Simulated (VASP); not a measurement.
# Se (Fd-3m) in VASP: notebook

The runs below take Se through single point, with LDA.

Everything below comes from runs of VASP 6.6.1. Logs are shortened: lines on timing, memory, paths and dates and some standing lists are left out, and cuts for length are marked.

## (1) The cell of the first run

It takes space group Fd-3m (No. 227, cubic). The conventional cell has a = 4.727 Å, b = 4.727 Å, c = 4.727 Å, α = 90.00°, β = 90.00°, γ = 90.00°. Within 2.7 Å of Se (site symmetry -43m) lie 4 Se at 2.05 Å.

This isn't the form of Se at room conditions, which is trigonal, of chains.

## (2) Single point, LDA (13.20 Å³/atom)

POSCAR reads:

```
Se
1.0
    0.0000000000      2.3636033801      2.3636033801
    2.3636033801      0.0000000000      2.3636033801
    2.3636033801      2.3636033801      0.0000000000
Se
2
Direct
   -0.1250000000     -0.1250000000     -0.1250000000
    0.1250000000      0.1250000000      0.1250000000
```

INCAR.step1 reads:

```
SYSTEM = Se
  ALGO = Normal
  EDIFF = 1E-6
  ENCUT = 520
  GGA = CA
  ISIF = 2
  ISMEAR = -1
  LASPH = .TRUE.
  LCHARG = .TRUE.
  LREAL = .FALSE.
  LWAVE = .FALSE.
  NBANDS = 13
  NELM = 60
  PREC = Accurate
  SIGMA = 0.08
```

KPOINTS.step1 reads:

```
k-points
0
G
  11 11 11
  0 0 0
```

INCAR.step2 reads:

```
SYSTEM = Se
  ALGO = Normal
  EDIFF = 1E-6
  ENCUT = 520
  GGA = CA
  ICHARG = 11
  ISIF = 2
  ISMEAR = -5
  LASPH = .TRUE.
  LCHARG = .FALSE.
  LORBIT = 11
  LREAL = .FALSE.
  LWAVE = .FALSE.
  NEDOS = 2001
  NELM = 60
  PREC = Accurate
  SIGMA = 0.08
```

KPOINTS.step2 reads:

```
k-points
0
G
  17 17 17
  0 0 0
```

Potentials or basis: VASP PAW LDA potentials, release 64 (Se).

The run is started by

```console
$ cat potpaw_LDA.64/Se/POTCAR > POTCAR
$ cp INCAR.step1 INCAR
$ cp KPOINTS.step1 KPOINTS
$ mpirun -np 1 vasp_std > vasp.out
$ cp INCAR.step2 INCAR
$ cp KPOINTS.step2 KPOINTS
$ mpirun -np 1 vasp_std > vasp.out
```

OUTCAR:

```text
SYSTEM = Se
   EDIFF = 1E-6
   ENCUT = 520
   GGA = CA
   ICHARG = 11
   ISIF = 2
   ISMEAR = -5
   LASPH = .TRUE.
   LORBIT = 11
   LREAL = .FALSE.
   NELM = 60
   PREC = Accurate

 ion  position               nearest neighbor table
   1  0.875  0.875  0.875-   2 2.05   2 2.05   2 2.05   2 2.05
   2  0.125  0.125  0.125-   1 2.05   1 2.05   1 2.05   1 2.05

  LATTYP: Found a face centered cubic cell.
 ALAT       =     4.7272067602

  Lattice vectors:

 A1 = (   0.0000000000,   2.3636033801,   2.3636033801)
 A2 = (   2.3636033801,   0.0000000000,   2.3636033801)
 A3 = (   2.3636033801,   2.3636033801,   0.0000000000)

Analysis of symmetry for initial positions (statically):
=====================================================================
 Subroutine PRICEL returns:
 Original cell was already a primitive cell.

 Routine SETGRP: Setting up the symmetry group for a
 face centered cubic supercell.

 Subroutine GETGRP returns: Found 48 space group operations
 (whereof 12 operations were pure point group operations)
 out of a pool of 48 trial point group operations.

The static configuration has the point symmetry D_3d.
 The point group associated with its full space group is O_h .

Analysis of symmetry for dynamics (positions and initial velocities):
=====================================================================
 Subroutine PRICEL returns:
 Original cell was already a primitive cell.

 Routine SETGRP: Setting up the symmetry group for a
 face centered cubic supercell.

 Subroutine GETGRP returns: Found 48 space group operations
 (whereof 12 operations were pure point group operations)
 out of a pool of 48 trial point group operations.

The dynamic configuration has the point symmetry D_3d.
 The point group associated with its full space group is O_h .

 Subroutine INISYM returns: Found 48 space group operations
 (whereof 12 operations are pure point group operations),
 and found     1 'primitive' translations

----------------------------------------------------------------------------------------

                                     Primitive cell

  volume of cell :      26.4091

  direct lattice vectors                    reciprocal lattice vectors
     0.000000000  2.363603380  2.363603380    -0.211541414  0.211541414  0.211541414
     2.363603380  0.000000000  2.363603380     0.211541414 -0.211541414  0.211541414
     2.363603380  2.363603380  0.000000000     0.211541414  0.211541414 -0.211541414

  length of vectors
     3.342639956  3.342639956  3.342639956     0.366400476  0.366400476  0.366400476

  position of ions in fractional coordinates (direct lattice)
     0.875000000  0.875000000  0.875000000
     0.125000000  0.125000000  0.125000000

  ion indices of the primitive-cell ions
   primitive index   ion index
                 1           1
                 2           2

----------------------------------------------------------------------------------------

 KPOINTS: k-points

Automatic generation of k-mesh.
 Grid dimensions read from file:
 generate k-points for:   17   17   17

 Generating k-lattice:

  Cartesian coordinates                     Fractional coordinates (reciprocal lattice)
    -0.012443613  0.012443613  0.012443613     0.058823529  0.000000000  0.000000000
     0.012443613 -0.012443613  0.012443613     0.000000000  0.058823529  0.000000000
     0.012443613  0.012443613 -0.012443613     0.000000000  0.000000000  0.058823529

  Length of vectors
     0.021552969  0.021552969  0.021552969

  Shift w.r.t. Gamma in fractional coordinates (k-lattice)
     0.000000000  0.000000000  0.000000000

 TETIRR: Found    693 inequivalent tetrahedra from    29478

 Subroutine IBZKPT returns following result:
 ===========================================

 Found    165 irreducible k-points:

 Following reciprocal coordinates:
            Coordinates               Weight
  0.000000  0.000000  0.000000      1.000000
  0.058824  0.000000  0.000000      8.000000
  0.117647  0.000000  0.000000      8.000000
  0.176471  0.000000  0.000000      8.000000
  0.235294  0.000000  0.000000      8.000000
  0.294118  0.000000  0.000000      8.000000
[... 16 lines left out ...]
 -0.176471  0.058824  0.000000     24.000000
 -0.117647  0.058824  0.000000     24.000000
 [... further k-points ...]
   k-points           NKPTS =    165   k-points in BZ     NKDIM =    165   number of bands    NBANDS=     10
   number of dos      NEDOS =   2001   number of ions     NIONS =      2
   total plane-waves  NPLWV =  21952
   dimension x,y,z NGX =    28 NGY =   28 NGZ =   28
   dimension x,y,z NGXF=    56 NGYF=   56 NGZF=   56
   ions per type =               2
   NGX,Y,Z   is equivalent  to a cutoff of  13.93, 13.93, 13.93 a.u.
   NGXF,Y,Z  is equivalent  to a cutoff of  27.85, 27.85, 27.85 a.u.
 SYSTEM =  Se
   PREC   = accura    normal or accurate (medium, high low for compatibility)
   ISTART =      0    job   : 0-new  1-cont  2-samecut
   ICHARG =     11    charge: 1-file 2-atom 10-const
   ISPIN  =      1    spin polarized calculation?
   LNONCOLLINEAR =      F non collinear calculations
   LSORBIT =      F    spin-orbit coupling
   LASPH  =      T    aspherical Exc in radial PAW
   ENCUT  =  520.0 eV  38.22 Ry    6.18 a.u.   6.22  6.22  6.22*2*pi/ulx,y,z
   NELM   =     60;   NELMIN=  2; NELMDL=  0     # of ELM steps
   EDIFF  = 0.1E-05   stopping-criterion for ELM
   LREAL  =      F    real-space projection
   EDIFFG = 0.1E-04   stopping-criterion for IOM
   NSW    =      0    number of steps for IOM
   IBRION =     -1    ionic relax: 0-MD 1-quasi-New 2-CG
   NFREE  =      0    steps in history (QN), initial steepest desc. (CG)
   ISIF   =      2    stress and relaxation
   ISYM   =      2    0-nonsym 1-usesym 2-fastsym
   POTIM  = 0.5000    time-step for ionic-motion
   TEBEG  =    0.0;   TEEND  =   0.0 temperature during run
   PSTRESS=    0.0 pullay stress
   NELECT =      12.0000    total number of electrons
   NUPDOWN=      -1.0000    fix difference up-down
   EMIN   =  10.00;   EMAX   =-10.00  energy-range for DOS
   EFERMI =   0.00;   METHOD = LEGACY
   ISMEAR =    -5;   SIGMA  =   0.08  broadening in eV -4-tet -1-fermi 0-gaus
   EFERMI_NEDOS =   21; number of points for ismear=-14 and -15
   IALGO  =     38    algorithm
   IMIX   =      4    mixing-type and parameters
     AMIX     =   0.40;   BMIX     =  1.00
     AMIX_MAG =   1.60;   BMIX_MAG =  1.00
  volume/ion in A,a.u.               =      13.20        89.11
  Fermi-wavevector in a.u.,A,eV,Ry     =   1.258589  2.378389 21.552263  1.584047
  Thomas-Fermi vector in A             =   2.392191
   LORBIT       =     11    0 simple, 1 ext, 2 COOP (PROOUT), +10 PAW based schemes
   GGA     = CA    functional components
   LHFCALC =     F    Hartree Fock is set to
   AEXX    =    0.0000 exact exchange contribution
   IVDW    =     0    specifies the selected vdW correction
   LEPSILON=     F    determine dielectric tensor
   LRPA    =     F    only Hartree local field effects (RPA)
 non-spin polarized calculation
 Fermi weights with tetrahedron method with Bloechl corrections
  energy-cutoff  :      520.00
  volume of cell :       26.41
 maximum number of plane-waves:       725
 NGX is ok and might be reduce to    28

 number of electron      12.0000002 magnetization

 Free energy of the ion-electron system (eV)
  ---------------------------------------------------
  ext. energy  EPLUGINS =         0.00000000
  ---------------------------------------------------
  free energy    TOTEN  =         2.15428552 eV

  energy without entropy =        2.15428552  energy(sigma->0) =        2.15428552

 E-fermi :  12.8299     XC(G=0): -12.4389

 val. band max:       12.9794501099   @ k =  -0.2941   0.1765   0.0000
 cond. band min:      12.7580842883   @ k =   0.1765   0.1176   0.0000
 fundamental gap:     -0.2213658216
 Fermi energy:        12.8298609101

 k-point     1 :       0.0000    0.0000    0.0000
  band No.  band energies     occupation
      1     -11.1639      2.00000
      2       6.1652      2.00000
      3       6.1652      2.00000
      4       6.1652      2.00000
      5       8.4954      2.00000
      6      10.4235      2.00000
      7      10.4235      2.00000
      8      10.4235      2.00000
      9      17.4060      0.00000
     10      19.7996      0.00000

 k-point     2 :       0.0588    0.0000    0.0000
  band No.  band energies     occupation
      1     -11.1039      2.00000
      2       5.2903      2.00000
      3       6.0605      2.00000
      4       6.0605      2.00000
      5       9.0029      2.00000
      6      10.5715      2.00000
      7      10.5715      2.00000
      8      10.6959      2.00000
      9      17.6761      0.00000
     10      19.4929      0.00000

 k-point     3 :       0.1176    0.0000    0.0000
  band No.  band energies     occupation
      1     -10.9249      2.00000
      2       3.7601      2.00000
      3       5.7944      2.00000
      4       5.7944      2.00000
      5       9.2017      2.00000
      6      10.9504      2.00000
      7      10.9504      2.00000
      8      11.7846      2.21611
      9      18.3875      0.00000
     10      18.9516      0.00000
[... 248 lines left out ...]
 k-point    23 :      -0.1765    0.0588    0.0000
  band No.  band energies     occupation
      1     -10.4553      2.00000
      2       1.5739      2.00000
      3       4.6614      2.00000
      4       5.5538      2.00000
      5       9.3242      2.00000
      6      11.3261      2.00000
      7      11.7685      2.00000
      8      13.8839     -0.04856
      9      17.9020      0.00000
     10      18.9752      0.00000

 k-point    24 :      -0.1176    0.0588    0.0000
  band No.  band energies     occupation
      1     -10.7863      2.00000
      2       3.0840      2.00000
      3       5.0686      2.00000
      4       5.8639      2.00000
      5       9.5288      2.00000
      6      10.8974      2.00000
      7      11.1776      2.00000
      8      12.5918      1.42988
      9      18.2285      0.00000
     10      18.8629      0.00000

 [... further k-points ...]

------------------------ aborting loop because EDIFF is reached ----------------------------------------

  FORCE on cell =-STRESS in cart. coord.  units (eV):
  Direction    XX          YY          ZZ          XY          YZ          ZX
  --------------------------------------------------------------------------------------
  -------------------------------------------------------------------------------------
  Total       29.7149441     29.7149441     29.7149441      0.0000000      0.0000000     -0.0000000
  in kB     1802.7341976   1802.7341976   1802.7341976      0.0000000      0.0000000     -0.0000000
  external PRESSURE =    1802.7341976 kB  Pullay stress =       0.0000000 kB

 VOLUME and BASIS-vectors are now :
 -----------------------------------------------------------------------------
  energy-cutoff  :      520.00
  volume of cell :       26.41
      direct lattice vectors                 reciprocal lattice vectors
     0.000000000  2.363603380  2.363603380    -0.211541414  0.211541414  0.211541414
     2.363603380  0.000000000  2.363603380     0.211541414 -0.211541414  0.211541414
     2.363603380  2.363603380  0.000000000     0.211541414  0.211541414 -0.211541414

 POSITION                                       TOTAL-FORCE (eV/Angst)
 -----------------------------------------------------------------------------------
      4.13631      4.13631      4.13631         0.000000      0.000000      0.000000
      0.59090      0.59090      0.59090        -0.000000     -0.000000     -0.000000
 -----------------------------------------------------------------------------------
    total drift:                               -0.000000     -0.000000     -0.000000

  FREE ENERGIE OF THE ION-ELECTRON SYSTEM (eV)
  ---------------------------------------------------
  free  energy   TOTEN  =         2.1542855222 eV

  energy  without entropy=        2.1542855222  energy(sigma->0) =        2.15428552

 total charge

# of ion       s       p       d       tot
------------------------------------------
    1        1.578   2.529   0.462   4.568
    2        1.578   2.529   0.462   4.568
--------------------------------------------------
tot          3.156   5.057   0.923   9.137
```

It took 43 s on 1 thread of Intel Xeon Platinum 8488C (Sapphire Rapids), shared host; peak memory 0.16 GiB.

What came out:

```
Valence electrons inside the program's atomic spheres : Se 4.57
```

Caveat: tetrahedron occupations give inexact forces and stress in metals.

## (3) Single point, LDA

This run uses another cell than the first one, of 29.34 Å³/atom.

POSCAR reads:

```
Se
1.0
    0.0000000000      3.0843981297      3.0843981297
    3.0843981297      0.0000000000      3.0843981297
    3.0843981297      3.0843981297      0.0000000000
Se
2
Direct
   -0.1250000000     -0.1250000000     -0.1250000000
    0.1250000000      0.1250000000      0.1250000000
```

INCAR.step1 reads:

```
SYSTEM = Se
PREC     = Accurate       ! precision mode
ENCUT    = 520            ! plane-wave cutoff, eV
EDIFF    = 1E-7           ! SCF threshold, eV
ISMEAR   = -1             ! smearing method
SIGMA    = 0.08           ! smearing width, eV
LREAL    = .False.        ! projectors in reciprocal space
LASPH    = .True.         ! aspherical terms in the spheres
NELM     = 100            ! most SCF steps
ALGO     = Normal         ! electronic algorithm
ISIF     = 2              ! what is computed and relaxed
LWAVE    = .False.        ! write WAVECAR
LCHARG   = .True.         ! write CHGCAR
NBANDS   = 13             ! bands
```

KPOINTS.step1 reads:

```
regular mesh
0
Gamma
  11 11 11
  0 0 0
```

INCAR.step2 reads:

```
SYSTEM = Se
PREC     = Accurate       ! precision mode
ENCUT    = 520            ! plane-wave cutoff, eV
EDIFF    = 1E-7           ! SCF threshold, eV
ISMEAR   = -5             ! smearing method
SIGMA    = 0.08           ! smearing width, eV
LREAL    = .False.        ! projectors in reciprocal space
LASPH    = .True.         ! aspherical terms in the spheres
NELM     = 100            ! most SCF steps
ALGO     = Normal         ! electronic algorithm
ISIF     = 2              ! what is computed and relaxed
LWAVE    = .False.        ! write WAVECAR
LCHARG   = .False.        ! write CHGCAR
LORBIT   = 10             ! projections on sites
NBANDS   = 13             ! bands
NEDOS    = 1001           ! points of the DOS
ICHARG   = 11             ! starting density
```

KPOINTS.step2 reads:

```
regular mesh
0
Gamma
  17 17 17
  0 0 0
```

Potentials or basis: VASP PAW LDA potentials, release 64 (Se).

The run is started by

```console
$ cat potpaw_LDA.64/Se/POTCAR > POTCAR
$ cp INCAR.step1 INCAR
$ cp KPOINTS.step1 KPOINTS
$ mpirun -np 1 vasp_std > vasp.out
$ cp INCAR.step2 INCAR
$ cp KPOINTS.step2 KPOINTS
$ mpirun -np 1 vasp_std > vasp.out
```

Wall time 64 s (1 thread of Intel Xeon Platinum 8488C (Sapphire Rapids), shared host); peak memory 0.22 GiB.

The run converged. Its results:

```yaml
Valence_electrons_inside_the_program's_atomic_spheres: Se 3.68
```

Levels at points of the mesh, in eV from the Fermi level:
```
           k point  band 2  band 3  band 4  band 5  band 6  band 7  band 8  band 9  band 10  band 11
(0.00, 0.00, 0.00)  -10.04   -3.62   -3.62   -3.62   -0.84   -0.84   -0.84    4.10     7.58     7.58
```

Caveat: tetrahedron occupations give inexact forces and stress in metals.
